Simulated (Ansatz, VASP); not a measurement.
**One calculation of Ta, two programs**

The input INCAR:

```
SYSTEM = Ta
ALGO = Normal
EDIFF = 1E-6
ENCUT = 520
GGA = PE
ISIF = 2
ISMEAR = 0
LASPH = .TRUE.
LCHARG = .FALSE.
LREAL = .FALSE.
LWAVE = .FALSE.
NBANDS = 12
NELM = 80
PREC = Accurate
SIGMA = 0.15
```

The input KPOINTS:

```
k-points
0
G
  20 20 20
  0 0 0
```

File POSCAR:

```
Ta
1.0
   -1.7379722000      1.6512800000      1.6512800000
    1.7379722000     -1.6512800000      1.6512800000
    1.7379722000      1.6512800000     -1.6512800000
Ta
1
Direct
    0.0000000000      0.0000000000      0.0000000000
```

Input for Ansatz:

```yaml
crystal:
  lattice:
    - [-1.7379722, 1.65128, 1.65128]
    - [1.7379722, -1.65128, 1.65128]
    - [1.7379722, 1.65128, -1.65128]
  atoms:
    - { symbol: Ta, position: [0.0, 0.0, 0.0] }
basis:
  ecutwfc: 420
kpoints:
  mp_grid: { grid: [20, 20, 20] }
hamiltonian:
  xc: pbe
scf:
  occupations: { method: gaussian, width: 0.15 }
output:
  forces: true
  stress: true
  eigenvalues: true
  write_density: true
  write_potential: true
  elf: true
  volumetric_format: npy
```

Change from the starting cell: strain +0.0525 x Voigt [1, 0, 0, 0, 0, 0], atoms carried along.

Alike in both runs: task single point; functional PBE; k mesh 20 × 20 × 20; occupations gaussian, width 0.15 eV; no spin polarisation.

```csv
,VASP,Ansatz
version,VASP 6.6.1,Ansatz 0.2.0
potentials or method,"VASP PAW PBE potentials, release 64 (Ta_pv), cutoff 520 eV","scalar-relativistic, plane waves, PAW"
valence electrons in the cell,11,13
```

|  | VASP | Ansatz | Ansatz less VASP |
| --- | --- | --- | --- |
| gap on the k mesh at the Fermi level (eV) | none | none | - |
| pressure (GPa) | -6.3 | -6.3 | -0.05 |
| traceless stress, the component that is largest in VASP (GPa) | -3.19 | -3.19 | -0.006 |

A gap of «none» marks a metal or a gap that the smearing closes. VASP's potentials hold 11 valence electrons a cell and Ansatz's 13, so a difference there can come from the potentials and not from the codes.

Neither program's run includes spin-orbit coupling.
